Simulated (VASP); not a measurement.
# CoW3 (Pmm2) in VASP: single point with PBEsol

Aim: the single point of CoW3 with PBEsol.

Program: VASP 6.6.1. These are calculated values, not measurements. Logs are shortened: lines on timing, memory, paths and dates and some standing lists are left out, and cuts for length are marked.

## (1) The cell of the first run

The structure is orthorhombic, space group Pmm2 (No. 25). The conventional cell has a = 3.858 Å, b = 3.858 Å, c = 3.858 Å, α = 90.00°, β = 90.00°, γ = 90.00°. Within 3.6 Å of Co (site symmetry mm2) lie 12 W at 2.70 to 2.76 Å. Within 3.6 Å of W (site symmetry mm2) lie 4 Co at 2.70 to 2.76 Å and 8 W at 2.70 to 2.76 Å. Within 3.6 Å of W (site symmetry mm2) lie 4 Co at 2.73 Å and 8 W at 2.73 Å. Within 3.6 Å of W (site symmetry mm2) lie 8 W at 2.70 to 2.76 Å and 4 Co at 2.73 Å.

## (2) Single point, PBEsol (atom 2 (W) moved -0.040 Å along Cartesian [0 0 1])

Contents of INCAR:

```
SYSTEM = CoW3
PREC = Accurate
ENCUT = 520
EDIFF = 1E-7
ISMEAR = 0
SIGMA = 0.15
LREAL = .FALSE.
LASPH = .TRUE.
NELM = 80
ALGO = Fast
ISIF = 2
LWAVE = .FALSE.
LCHARG = .FALSE.
GGA = PS
NBANDS = 34
```

Contents of KPOINTS:

```
regular mesh
0
G
  12 12 12
  0 0 0
```

Contents of POSCAR:

```
CoW3
1.0
    3.8582449849      0.0000000000      0.0000000000
    0.0000000000      3.8582449849      0.0000000000
    0.0000000000      0.0000000000      3.8582449849
Co W
1 3
Direct
    0.0000000000      0.0000000000      0.0000000000
    0.0000000000      0.5000000000      0.4896325920
    0.5000000000      0.0000000000      0.5000000000
    0.5000000000      0.5000000000      0.0000000000
```

Potentials or basis: VASP PAW PBE potentials, release 64 (Co, W_sv).

Command:

```bash
> cat potpaw_PBE.64/Co/POTCAR potpaw_PBE.64/W_sv/POTCAR > POTCAR
> mpirun -np 1 vasp_std > vasp.out
```

OUTCAR:

```text
SYSTEM = CoW3
   PREC = Accurate
   ENCUT = 520
   EDIFF = 1E-7
   ISMEAR = 0
   LREAL = .FALSE.
   LASPH = .TRUE.
   NELM = 80
   ISIF = 2
   GGA = PS

 ion  position               nearest neighbor table
   1  0.000  0.000  0.000-   2 2.70   2 2.70   4 2.73   3 2.73   3 2.73   4 2.73   3 2.73   4 2.73
                             3 2.73   4 2.73   2 2.76   2 2.76
   2  0.000  0.500  0.490-   1 2.70   4 2.70   1 2.70   4 2.70   3 2.73   3 2.73   3 2.73   3 2.73
                             4 2.76   1 2.76   4 2.76   1 2.76
   3  0.500  0.000  0.500-   1 2.73   4 2.73   1 2.73   4 2.73   4 2.73   4 2.73   1 2.73   1 2.73
                             2 2.73   2 2.73   2 2.73   2 2.73
   4  0.500  0.500  0.000-   2 2.70   2 2.70   3 2.73   3 2.73   1 2.73   3 2.73   3 2.73   1 2.73
                             1 2.73   1 2.73   2 2.76   2 2.76

  LATTYP: Found a simple cubic cell.
 ALAT       =     3.8582449849

  Lattice vectors:

 A1 = (   3.8582449849,   0.0000000000,   0.0000000000)
 A2 = (   0.0000000000,   3.8582449849,   0.0000000000)
 A3 = (   0.0000000000,   0.0000000000,   3.8582449849)

Analysis of symmetry for initial positions (statically):
=====================================================================
 Subroutine PRICEL returns:
 Original cell was already a primitive cell.

 Routine SETGRP: Setting up the symmetry group for a
 simple cubic supercell.

 Subroutine GETGRP returns: Found  4 space group operations
 (whereof  4 operations were pure point group operations)
 out of a pool of 48 trial point group operations.

The static configuration has the point symmetry C_2v.

Analysis of symmetry for dynamics (positions and initial velocities):
=====================================================================
 Subroutine PRICEL returns:
 Original cell was already a primitive cell.

 Routine SETGRP: Setting up the symmetry group for a
 simple cubic supercell.

 Subroutine GETGRP returns: Found  4 space group operations
 (whereof  4 operations were pure point group operations)
 out of a pool of 48 trial point group operations.

The dynamic configuration has the point symmetry C_2v.

 Subroutine INISYM returns: Found  4 space group operations
 (whereof  4 operations are pure point group operations),
 and found     1 'primitive' translations

----------------------------------------------------------------------------------------

                                     Primitive cell

  volume of cell :      57.4340

  direct lattice vectors                    reciprocal lattice vectors
     3.858244985  0.000000000  0.000000000     0.259185201  0.000000000  0.000000000
     0.000000000  3.858244985  0.000000000     0.000000000  0.259185201  0.000000000
     0.000000000  0.000000000  3.858244985     0.000000000  0.000000000  0.259185201

  length of vectors
     3.858244985  3.858244985  3.858244985     0.259185201  0.259185201  0.259185201

  position of ions in fractional coordinates (direct lattice)
     0.000000000  0.000000000  0.000000000
     0.000000000  0.500000000  0.489632592
     0.500000000  0.000000000  0.500000000
     0.500000000  0.500000000  0.000000000

  ion indices of the primitive-cell ions
   primitive index   ion index
                 1           1
                 2           2
                 3           3
                 4           4

----------------------------------------------------------------------------------------

 KPOINTS: regular mesh

Automatic generation of k-mesh.
 Grid dimensions read from file:
 generate k-points for:   12   12   12

 Generating k-lattice:

  Cartesian coordinates                     Fractional coordinates (reciprocal lattice)
     0.021598767  0.000000000  0.000000000     0.083333333  0.000000000  0.000000000
     0.000000000  0.021598767  0.000000000     0.000000000  0.083333333  0.000000000
     0.000000000  0.000000000  0.021598767     0.000000000  0.000000000  0.083333333

  Length of vectors
     0.021598767  0.021598767  0.021598767

  Shift w.r.t. Gamma in fractional coordinates (k-lattice)
     0.000000000  0.000000000  0.000000000

 Subroutine IBZKPT returns following result:
 ===========================================

 Found    343 irreducible k-points:

 Following reciprocal coordinates:
            Coordinates               Weight
  0.000000  0.000000  0.000000      1.000000
  0.083333  0.000000  0.000000      2.000000
  0.000000  0.083333  0.000000      2.000000
  0.000000  0.000000  0.083333      2.000000
  0.166667  0.000000  0.000000      2.000000
  0.000000  0.166667  0.000000      2.000000
[... 16 lines left out ...]
  0.166667  0.083333  0.000000      4.000000
  0.000000  0.166667  0.083333      4.000000
 [... further k-points ...]
   k-points           NKPTS =    343   k-points in BZ     NKDIM =    343   number of bands    NBANDS=     34
   number of dos      NEDOS =    301   number of ions     NIONS =      4
   total plane-waves  NPLWV =  27000
   dimension x,y,z NGX =    30 NGY =   30 NGZ =   30
   dimension x,y,z NGXF=    60 NGYF=   60 NGZF=   60
   ions per type =               1   3
   NGX,Y,Z   is equivalent  to a cutoff of  12.93, 12.93, 12.93 a.u.
   NGXF,Y,Z  is equivalent  to a cutoff of  25.85, 25.85, 25.85 a.u.
 SYSTEM =  CoW3
   PREC   = accura    normal or accurate (medium, high low for compatibility)
   ISTART =      0    job   : 0-new  1-cont  2-samecut
   ICHARG =      2    charge: 1-file 2-atom 10-const
   ISPIN  =      1    spin polarized calculation?
   LNONCOLLINEAR =      F non collinear calculations
   LSORBIT =      F    spin-orbit coupling
   LASPH  =      T    aspherical Exc in radial PAW
   ENCUT  =  520.0 eV  38.22 Ry    6.18 a.u.   7.17  7.17  7.17*2*pi/ulx,y,z
   NELM   =     80;   NELMIN=  2; NELMDL= -5     # of ELM steps
   EDIFF  = 0.1E-06   stopping-criterion for ELM
   LREAL  =      F    real-space projection
   EDIFFG = 0.1E-05   stopping-criterion for IOM
   NSW    =      0    number of steps for IOM
   IBRION =     -1    ionic relax: 0-MD 1-quasi-New 2-CG
   NFREE  =      0    steps in history (QN), initial steepest desc. (CG)
   ISIF   =      2    stress and relaxation
   ISYM   =      2    0-nonsym 1-usesym 2-fastsym
   POTIM  = 0.5000    time-step for ionic-motion
   TEBEG  =    0.0;   TEEND  =   0.0 temperature during run
   PSTRESS=    0.0 pullay stress
   NELECT =      51.0000    total number of electrons
   NUPDOWN=      -1.0000    fix difference up-down
   EMIN   =  10.00;   EMAX   =-10.00  energy-range for DOS
   EFERMI =   0.00;   METHOD = LEGACY
   ISMEAR =     0;   SIGMA  =   0.15  broadening in eV -4-tet -1-fermi 0-gaus
   EFERMI_NEDOS =   21; number of points for ismear=-14 and -15
   IALGO  =     68    algorithm
   IMIX   =      4    mixing-type and parameters
     AMIX     =   0.40;   BMIX     =  1.00
     AMIX_MAG =   1.60;   BMIX_MAG =  1.00
  volume/ion in A,a.u.               =      14.36        96.90
  Fermi-wavevector in a.u.,A,eV,Ry     =   1.573530  2.973541 33.687989  2.475997
  Thomas-Fermi vector in A             =   2.674801
   LORBIT       =      0    0 simple, 1 ext, 2 COOP (PROOUT), +10 PAW based schemes
   GGA     = PS    functional components
   LHFCALC =     F    Hartree Fock is set to
   AEXX    =    0.0000 exact exchange contribution
   IVDW    =     0    specifies the selected vdW correction
   LEPSILON=     F    determine dielectric tensor
   LRPA    =     F    only Hartree local field effects (RPA)
 non-spin polarized calculation
 RMM-DIIS sequential band-by-band and
 Gauss-broadening in eV      SIGMA  =   0.15
  energy-cutoff  :      520.00
  volume of cell :       57.43
 maximum number of plane-waves:      1568
 NGX is ok and might be reduce to    30
   NGX = 15   NGY = 15   NGZ = 15

 number of electron      51.0000019 magnetization

 Free energy of the ion-electron system (eV)
  ---------------------------------------------------
  ext. energy  EPLUGINS =         0.00000000
  ---------------------------------------------------
  free energy    TOTEN  =       -48.14446417 eV

  energy without entropy =      -48.09190129  energy(sigma->0) =      -48.11818273

 E-fermi :  10.8100     XC(G=0): -13.8109

 val. band max:       10.8050227116   @ k =  -0.2500   0.4167   0.5000
 cond. band min:      10.8100983356   @ k =   0.1667   0.0833   0.5000
 fundamental gap:      0.0050756240
 Fermi energy:        10.8099783908

 k-point     1 :       0.0000    0.0000    0.0000
  band No.  band energies     occupation
      1     -62.7811      2.00000
      2     -62.5930      2.00000
      3     -62.5906      2.00000
      4     -27.5373      2.00000
      5     -27.5361      2.00000
      6     -27.5357      2.00000
[... 26 lines left out ...]
     33      16.8184      0.00000
     34      17.6915      0.00000

 k-point     2 :       0.0833    0.0000    0.0000
  band No.  band energies     occupation
      1     -62.7782      2.00000
      2     -62.5948      2.00000
      3     -62.5917      2.00000
      4     -27.5274      2.00000
      5     -27.5253      2.00000
      6     -27.5182      2.00000
[... 26 lines left out ...]
     33      16.6196      0.00000
     34      17.6567      0.00000

 k-point     3 :       0.0000    0.0833    0.0000
  band No.  band energies     occupation
      1     -62.7782      2.00000
      2     -62.5959      2.00000
      3     -62.5906      2.00000
      4     -27.5265      2.00000
      5     -27.5253      2.00000
      6     -27.5190      2.00000
[... 26 lines left out ...]
     33      16.6165      0.00000
     34      17.6486      0.00000
[... 704 lines left out ...]
 k-point    23 :       0.1667    0.0833    0.0000
  band No.  band energies     occupation
      1     -62.7672      2.00000
      2     -62.6037      2.00000
      3     -62.5937      2.00000
      4     -27.5176      2.00000
      5     -27.4833      2.00000
      6     -27.4243      2.00000
[... 26 lines left out ...]
     33      15.8940      0.00000
     34      17.8854      0.00000

 k-point    24 :       0.0000    0.1667    0.0833
  band No.  band energies     occupation
      1     -62.7672      2.00000
      2     -62.6049      2.00000
      3     -62.5925      2.00000
      4     -27.5164      2.00000
      5     -27.4844      2.00000
      6     -27.4239      2.00000
[... 26 lines left out ...]
     33      15.8925      0.00000
     34      17.5355      0.00000

 [... further k-points ...]

------------------------ aborting loop because EDIFF is reached ----------------------------------------

  FORCE on cell =-STRESS in cart. coord.  units (eV):
  Direction    XX          YY          ZZ          XY          YZ          ZX
  --------------------------------------------------------------------------------------
  -------------------------------------------------------------------------------------
  Total        0.2895245      0.2508213      0.2519142      0.0000000      0.0000000      0.0000000
  in kB        8.0765605      6.9968987      7.0273865      0.0000000      0.0000000      0.0000000
  external PRESSURE =       7.3669486 kB  Pullay stress =       0.0000000 kB

 VOLUME and BASIS-vectors are now :
 -----------------------------------------------------------------------------
  energy-cutoff  :      520.00
  volume of cell :       57.43
      direct lattice vectors                 reciprocal lattice vectors
     3.858244985  0.000000000  0.000000000     0.259185201  0.000000000  0.000000000
     0.000000000  3.858244985  0.000000000     0.000000000  0.259185201  0.000000000
     0.000000000  0.000000000  3.858244985     0.000000000  0.000000000  0.259185201

 POSITION                                       TOTAL-FORCE (eV/Angst)
 -----------------------------------------------------------------------------------
      0.00000      0.00000      0.00000         0.000000      0.000000     -0.185904
      0.00000      1.92912      1.88912         0.000000      0.000000      0.554868
      1.92912      0.00000      1.92912         0.000000      0.000000      0.035562
      1.92912      1.92912      0.00000         0.000000      0.000000     -0.404525
 -----------------------------------------------------------------------------------
    total drift:                                0.000000      0.000000     -0.000016

  FREE ENERGIE OF THE ION-ELECTRON SYSTEM (eV)
  ---------------------------------------------------
  free  energy   TOTEN  =       -48.1444641651 eV

  energy  without entropy=      -48.0919012936  energy(sigma->0) =      -48.11818273
```

Run time: 7 min. Hardware: 1 thread of Intel Xeon 6975P-C (Granite Rapids), shared host; peak memory 0.6 GiB.

Results:

```
Free energy            : -48.1445 eV
Pressure               : 0.7 GPa
Largest force          : 0.555 eV/Å
Band gap on the k mesh : zero (an odd number of electrons rules out a gap without spin polarisation)
```

Forces on the atoms (eV/Å):
```
Co   0.000  0.000 -0.186
W    0.000  0.000  0.555
W    0.000  0.000  0.036
W    0.000  0.000 -0.405
```

Levels at points of the mesh, in eV from the Fermi level:
```tsv
k point	band 22	band 23	band 24	band 25	band 26	band 27	band 28	band 29
(0.00, 0.00, 0.00)	-1.11	0.41	0.42	2.99	3.01	3.01	3.17	3.18
(0.50, 0.00, 0.00)	-1.97	-1.06	0.04	0.26	0.27	0.66	1.01	1.86
(0.00, 0.50, 0.00)	-1.97	-1.06	0.06	0.26	0.26	0.66	1.01	1.90
(0.00, 0.00, 0.50)	-1.97	-1.07	0.06	0.26	0.26	0.67	1.01	1.89
(0.50, 0.50, 0.00)	-2.02	-1.98	-1.85	-0.98	0.54	0.59	1.02	1.07
(0.00, 0.50, 0.50)	-2.04	-2.03	-1.85	-0.98	0.58	0.60	1.01	1.02
(0.50, 0.00, 0.50)	-2.04	-2.01	-1.85	-0.97	0.59	0.59	1.02	1.02
(0.50, 0.50, 0.50)	-0.87	-0.86	-0.85	0.53	0.53	0.54	1.28	2.56
```

Caveat: the cell differs from its parent crystal (atom 2 (W) moved -0.040 Å along Cartesian [0 0 1]); the PAW data sets were made with another functional, which shifts forces and pressure a little; spin-orbit coupling is left out, which moves the levels of the heavy elements; the run has no spin polarisation, though such a crystal can be magnetic.
